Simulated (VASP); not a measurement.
# Rh (R-3m) in VASP: notebook

Runs on Rh. Level: PBEsol. Tasks: single point.

All numbers are computed with VASP 6.6.1; they aren't measurements. Logs are shortened: lines on timing, memory, paths and dates and some standing lists are left out, and cuts for length are marked.

## 1. The cell of the first run

Symmetry: R-3m, No. 166, trigonal system. Conventional cell: a = 2.755 Å, b = 2.755 Å, c = 6.276 Å, α = 90.00°, β = 90.00°, γ = 120.00°. Rh (site symmetry -3m) has 12 Rh at 2.63 to 2.76 Å within 3.5 Å.

## 2. Single point, PBEsol

File INCAR:

```
SYSTEM = Rh
PREC = Accurate
ENCUT = 520
EDIFF = 1E-6
ISMEAR = 0
SIGMA = 0.15
LREAL = .False.
LASPH = .True.
NELM = 60
ALGO = Fast
ISIF = 2
LWAVE = .False.
LCHARG = .True.
GGA = PS
LELF = .True.
LVHAR = .True.
NBANDS = 14
```

File KPOINTS:

```
regular mesh
0
Gamma
  24 24 24
  0 0 0
```

File POSCAR:

```
Rh
1.0
   -0.0909117911      1.8571980184      1.8571980184
    1.8571980184     -0.0909117911      1.8571980184
    1.8571980184      1.8571980184     -0.0909117911
Rh
1
Direct
    0.0000000000      0.0000000000      0.0000000000
```

Potentials or basis: VASP PAW PBE potentials, release 64 (Rh_pv).

On the command line:

```sh
> cat potpaw_PBE.64/Rh_pv/POTCAR > POTCAR
> mpirun -np 1 vasp_std > vasp.out
```

OUTCAR:

```text
SYSTEM = Rh
   PREC = Accurate
   ENCUT = 520
   EDIFF = 1E-6
   ISMEAR = 0
   LREAL = .False.
   LASPH = .True.
   NELM = 60
   ISIF = 2
   GGA = PS

 ion  position               nearest neighbor table
   1  0.000  0.000  0.000-

  LATTYP: Found a trigonal (rhomboedric) cell.
 ALAT       =     2.6280475477
 COS(alpha) =     0.4505091948

  Lattice vectors:

 A1 = (  -0.0909117911,   1.8571980184,   1.8571980184)
 A2 = (   1.8571980184,  -0.0909117911,   1.8571980184)
 A3 = (   1.8571980184,   1.8571980184,  -0.0909117911)

Analysis of symmetry for initial positions (statically):
=====================================================================
 Subroutine PRICEL returns:
 Original cell was already a primitive cell.

 Routine SETGRP: Setting up the symmetry group for a
 trigonal (rhombohedral) supercell.

 Subroutine GETGRP returns: Found 12 space group operations
 (whereof 12 operations were pure point group operations)
 out of a pool of 12 trial point group operations.

The static configuration has the point symmetry D_3d.

Analysis of symmetry for dynamics (positions and initial velocities):
=====================================================================
 Subroutine PRICEL returns:
 Original cell was already a primitive cell.

 Routine SETGRP: Setting up the symmetry group for a
 trigonal (rhombohedral) supercell.

 Subroutine GETGRP returns: Found 12 space group operations
 (whereof 12 operations were pure point group operations)
 out of a pool of 12 trial point group operations.

The dynamic configuration has the point symmetry D_3d.

 Subroutine INISYM returns: Found 12 space group operations
 (whereof 12 operations are pure point group operations),
 and found     1 'primitive' translations

----------------------------------------------------------------------------------------

                                     Primitive cell

  volume of cell :      13.7516

  direct lattice vectors                    reciprocal lattice vectors
    -0.090911791  1.857198018  1.857198018    -0.250219569  0.263098518  0.263098518
     1.857198018 -0.090911791  1.857198018     0.263098518 -0.250219569  0.263098518
     1.857198018  1.857198018 -0.090911791     0.263098518  0.263098518 -0.250219569

  length of vectors
     2.628047548  2.628047548  2.628047548     0.448387659  0.448387659  0.448387659

  position of ions in fractional coordinates (direct lattice)
     0.000000000  0.000000000  0.000000000

  ion indices of the primitive-cell ions
   primitive index   ion index
                 1           1

----------------------------------------------------------------------------------------

 KPOINTS: regular mesh

Automatic generation of k-mesh.
 Grid dimensions read from file:
 generate k-points for:   24   24   24

 Generating k-lattice:

  Cartesian coordinates                     Fractional coordinates (reciprocal lattice)
    -0.010425815  0.010962438  0.010962438     0.041666667  0.000000000 -0.000000000
     0.010962438 -0.010425815  0.010962438     0.000000000  0.041666667 -0.000000000
     0.010962438  0.010962438 -0.010425815     0.000000000  0.000000000  0.041666667

  Length of vectors
     0.018682819  0.018682819  0.018682819

  Shift w.r.t. Gamma in fractional coordinates (k-lattice)
     0.000000000  0.000000000  0.000000000

 Subroutine IBZKPT returns following result:
 ===========================================

 Found   1313 irreducible k-points:

 Following reciprocal coordinates:
            Coordinates               Weight
  0.000000  0.000000  0.000000      1.000000
  0.041667  0.000000 -0.000000      6.000000
  0.083333 -0.000000 -0.000000      6.000000
  0.125000  0.000000 -0.000000      6.000000
  0.166667  0.000000 -0.000000      6.000000
  0.208333  0.000000 -0.000000      6.000000
[... 16 lines left out ...]
  0.416667  0.041667  0.000000     12.000000
  0.458333  0.041667  0.000000     12.000000
 [... further k-points ...]
   k-points           NKPTS =   1313   k-points in BZ     NKDIM =   1313   number of bands    NBANDS=     14
   number of dos      NEDOS =    301   number of ions     NIONS =      1
   total plane-waves  NPLWV =   8000
   dimension x,y,z NGX =    20 NGY =   20 NGZ =   20
   dimension x,y,z NGXF=    40 NGYF=   40 NGZF=   40
   ions per type =               1
   NGX,Y,Z   is equivalent  to a cutoff of  12.65, 12.65, 12.65 a.u.
   NGXF,Y,Z  is equivalent  to a cutoff of  25.30, 25.30, 25.30 a.u.
 SYSTEM =  Rh
   PREC   = accura    normal or accurate (medium, high low for compatibility)
   ISTART =      0    job   : 0-new  1-cont  2-samecut
   ICHARG =      2    charge: 1-file 2-atom 10-const
   ISPIN  =      1    spin polarized calculation?
   LNONCOLLINEAR =      F non collinear calculations
   LSORBIT =      F    spin-orbit coupling
   LASPH  =      T    aspherical Exc in radial PAW
   ENCUT  =  520.0 eV  38.22 Ry    6.18 a.u.   4.89  4.89  4.89*2*pi/ulx,y,z
   NELM   =     60;   NELMIN=  2; NELMDL= -5     # of ELM steps
   EDIFF  = 0.1E-05   stopping-criterion for ELM
   LREAL  =      F    real-space projection
   EDIFFG = 0.1E-04   stopping-criterion for IOM
   NSW    =      0    number of steps for IOM
   IBRION =     -1    ionic relax: 0-MD 1-quasi-New 2-CG
   NFREE  =      0    steps in history (QN), initial steepest desc. (CG)
   ISIF   =      2    stress and relaxation
   ISYM   =      2    0-nonsym 1-usesym 2-fastsym
   POTIM  = 0.5000    time-step for ionic-motion
   TEBEG  =    0.0;   TEEND  =   0.0 temperature during run
   PSTRESS=    0.0 pullay stress
   NELECT =      15.0000    total number of electrons
   NUPDOWN=      -1.0000    fix difference up-down
   EMIN   =  10.00;   EMAX   =-10.00  energy-range for DOS
   EFERMI =   0.00;   METHOD = LEGACY
   ISMEAR =     0;   SIGMA  =   0.15  broadening in eV -4-tet -1-fermi 0-gaus
   EFERMI_NEDOS =   21; number of points for ismear=-14 and -15
   IALGO  =     68    algorithm
   IMIX   =      4    mixing-type and parameters
     AMIX     =   0.40;   BMIX     =  1.00
     AMIX_MAG =   1.60;   BMIX_MAG =  1.00
  volume/ion in A,a.u.               =      13.75        92.80
  Fermi-wavevector in a.u.,A,eV,Ry     =   1.685211  3.184586 38.639656  2.839935
  Thomas-Fermi vector in A             =   2.768095
   LORBIT       =      0    0 simple, 1 ext, 2 COOP (PROOUT), +10 PAW based schemes
   GGA     = PS    functional components
   LHFCALC =     F    Hartree Fock is set to
   AEXX    =    0.0000 exact exchange contribution
   IVDW    =     0    specifies the selected vdW correction
   LEPSILON=     F    determine dielectric tensor
   LRPA    =     F    only Hartree local field effects (RPA)
 non-spin polarized calculation
 RMM-DIIS sequential band-by-band and
 Gauss-broadening in eV      SIGMA  =   0.15
  energy-cutoff  :      520.00
  volume of cell :       13.75
 maximum number of plane-waves:       380
   NGX =  9   NGY =  9   NGZ =  9

 number of electron      15.0000000 magnetization

 Free energy of the ion-electron system (eV)
  ---------------------------------------------------
  ext. energy  EPLUGINS =         0.00000000
  ---------------------------------------------------
  free energy    TOTEN  =        -8.08235209 eV

  energy without entropy =       -8.06723617  energy(sigma->0) =       -8.07479413

 E-fermi :  11.7374     XC(G=0): -14.2114

 val. band max:       11.7368276508   @ k =  -0.1667  -0.3750   0.1250
 cond. band min:      11.7388367856   @ k =  -0.3750   0.5000   0.0833
 fundamental gap:      0.0020091348
 Fermi energy:        11.7373816847

 k-point     1 :       0.0000    0.0000    0.0000
  band No.  band energies     occupation
      1     -34.5781      2.00000
      2     -34.5781      2.00000
      3     -34.5608      2.00000
      4       3.7053      2.00000
      5       8.2844      2.00000
      6       8.2844      2.00000
      7       9.2704      2.00000
      8      10.8517      2.00000
      9      10.8517      2.00000
     10      27.6316      0.00000
     11      32.1343      0.00000
     12      32.4281      0.00000
     13      32.4281      0.00000
     14      34.8281      0.00000

 k-point     2 :       0.0417    0.0000   -0.0000
  band No.  band energies     occupation
      1     -34.5893      2.00000
      2     -34.5791      2.00000
      3     -34.5640      2.00000
      4       3.7733      2.00000
      5       8.2733      2.00000
      6       8.3022      2.00000
      7       9.2848      2.00000
      8      10.8383      2.00000
      9      10.8396      2.00000
     10      27.7254      0.00000
     11      32.0975      0.00000
     12      32.1562      0.00000
     13      32.5389      0.00000
     14      34.8434      0.00000

 k-point     3 :       0.0833   -0.0000   -0.0000
  band No.  band energies     occupation
      1     -34.6254      2.00000
      2     -34.5823      2.00000
      3     -34.5703      2.00000
      4       3.9726      2.00000
      5       8.2382      2.00000
      6       8.3507      2.00000
      7       9.3323      2.00000
      8      10.8046      2.00000
      9      10.8094      2.00000
     10      27.9874      0.00000
     11      31.3112      0.00000
     12      32.1380      0.00000
     13      32.8659      0.00000
     14      35.0024      0.00000
[... 324 lines left out ...]
 k-point    23 :       0.4167    0.0417    0.0000
  band No.  band energies     occupation
      1     -35.2370      2.00000
      2     -34.6607      2.00000
      3     -34.6389      2.00000
      4       5.6987      2.00000
      5       8.1744      2.00000
      6       9.2959      2.00000
      7      10.5558      2.00000
      8      11.9790      0.02275
      9      12.4427      0.00000
     10      21.5583      0.00000
     11      27.9099      0.00000
     12      32.1361      0.00000
     13      33.1604      0.00000
     14      34.6402      0.00000

 k-point    24 :       0.4583    0.0417    0.0000
  band No.  band energies     occupation
      1     -35.2767      2.00000
      2     -34.6665      2.00000
      3     -34.6437      2.00000
      4       5.6561      2.00000
      5       8.1151      2.00000
      6       9.2364      2.00000
      7      11.0669      2.00000
      8      12.2278      0.00000
      9      12.7945      0.00000
     10      20.5627      0.00000
     11      27.6447      0.00000
     12      32.1356      0.00000
     13      32.6372      0.00000
     14      34.1703      0.00000

 [... further k-points ...]
[... 5 lines left out ...]
  --------------------------------------------------------------------------------------
  -------------------------------------------------------------------------------------
  Total       -0.2878053     -0.2878053     -0.2878053      0.8053081      0.8053081      0.8053081
  in kB      -33.5317478    -33.5317478    -33.5317478     93.8251824     93.8251824     93.8251824
  external PRESSURE =     -33.5317478 kB  Pullay stress =       0.0000000 kB

 VOLUME and BASIS-vectors are now :
 -----------------------------------------------------------------------------
  energy-cutoff  :      520.00
  volume of cell :       13.75
      direct lattice vectors                 reciprocal lattice vectors
    -0.090911791  1.857198018  1.857198018    -0.250219569  0.263098518  0.263098518
     1.857198018 -0.090911791  1.857198018     0.263098518 -0.250219569  0.263098518
     1.857198018  1.857198018 -0.090911791     0.263098518  0.263098518 -0.250219569

 POSITION                                       TOTAL-FORCE (eV/Angst)
 -----------------------------------------------------------------------------------
      0.00000      0.00000      0.00000        -0.000000      0.000000     -0.000000
 -----------------------------------------------------------------------------------
    total drift:                               -0.000000     -0.000000     -0.000000

  FREE ENERGIE OF THE ION-ELECTRON SYSTEM (eV)
  ---------------------------------------------------
  free  energy   TOTEN  =        -8.0823520939 eV

  energy  without entropy=       -8.0672361661  energy(sigma->0) =       -8.07479413
```

Run time: 5.9 min. Hardware: 1 thread of AMD EPYC 7R13, shared host; peak memory 0.29 GiB.

Results:

* Free energy: -8.0824 eV
* Pressure: -3.4 GPa

Stress tensor (GPa, compression positive):
```
-3.35  9.38  9.38
 9.38 -3.35  9.38
 9.38  9.38 -3.35
```

Caveat: the PAW data sets were made with another functional, which shifts forces and pressure a little.

## 3. Single point, PBEsol

This run uses another cell than the first one, of the same volume but with other edges.

File INCAR:

```
SYSTEM = Rh
  PREC = Accurate
  ENCUT = 520
  EDIFF = 1E-7
  ISMEAR = 0
  SIGMA = 0.15
  LREAL = .FALSE.
  LASPH = .TRUE.
  NELM = 80
  ALGO = Fast
  ISIF = 2
  LWAVE = .FALSE.
  LCHARG = .FALSE.
  GGA = PS
  NBANDS = 14
```

File KPOINTS:

```
Automatic mesh
0
G
  24 24 24
  0 0 0
```

File POSCAR:

```
Rh
1.0
    0.0988473943      1.9522360377      1.9522360377
    1.9522360377      0.0988473943      1.9522360377
    1.9522360377      1.9522360377      0.0988473943
Rh
1
Direct
    0.0000000000      0.0000000000      0.0000000000
```

Potentials or basis: VASP PAW PBE potentials, release 64 (Rh_pv).

On the command line:

```sh
> cat potpaw_PBE.64/Rh_pv/POTCAR > POTCAR
> mpirun -np 1 vasp_std > vasp.out
```

Wall time 11 min (1 thread of AMD EPYC 7R13, shared host); peak memory 0.31 GiB.

The run converged. Its results:

```
Free energy : -8.0755 eV
Pressure    : -2.8 GPa
```

Stress tensor (GPa, compression positive):
```
-2.83 -9.83 -9.83
-9.83 -2.83 -9.83
-9.83 -9.83 -2.83
```

Levels at points of the mesh, in eV from the Fermi level:
```
           k point  band 3  band 4  band 5  band 6  band 7  band 8  band 9  band 10  band 11  band 12
(0.00, 0.00, 0.00)  -46.30   -8.03   -3.68   -2.87   -2.87   -0.86   -0.86    15.81    19.95    20.40
(0.50, 0.00, 0.00)  -46.40   -6.16   -3.71   -2.63    0.29    0.95    0.95     9.04    15.25    20.12
(0.50, 0.50, 0.00)  -46.56   -6.35   -5.97    0.46    0.98    1.15    3.23    12.28    12.34    14.25
(0.50, 0.50, 0.50)  -46.36   -6.21   -3.07   -3.07   -0.06    0.48    0.48     7.45    16.09    20.40
```

Caveat: the PAW data sets were made with another functional, which shifts forces and pressure a little.
